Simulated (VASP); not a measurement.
Input of a VASP 6.6.1 run:

Contents of INCAR:

```
PREC = Accurate
ENCUT = 520
EDIFF = 1E-6
ISMEAR = -1
SIGMA = 0.05
LREAL = F
LASPH = T
NELM = 80
ALGO = Normal
ISIF = 2
LWAVE = F
LCHARG = F
GGA = PS
NBANDS = 20
```

The input KPOINTS:

```
regular mesh
0
Gamma
  9 9 5
```

The input POSCAR:

```
In
1.0
    3.2670883280      0.0000000000      0.0000000000
   -1.6335441640      2.8293814885      0.0000000000
    0.0000000000      0.0000000000      5.3175227275
In
2
Direct
    0.6666666667      0.3333333333      0.7500000000
    0.3333333333      0.6666666667      0.2500000000
```

Potentials or basis: VASP PAW PBE potentials, release 64 (In_d).

Command:

```sh
$ cat potpaw_PBE.64/In_d/POTCAR > POTCAR
$ mpirun -np 1 vasp_std > vasp.out
```

(1) Predict the pressure.

(2) Predict the band gap on the k mesh.

## Answers

(1) 2.0 GPa.

(2) zero (band 13 reaches 10.55 eV, above the bottom of band 14 at 6.07 eV).

Caveat: the PAW data sets were made with another functional, which shifts forces and pressure a little; spin-orbit coupling is left out, which moves the levels of the heavy elements.
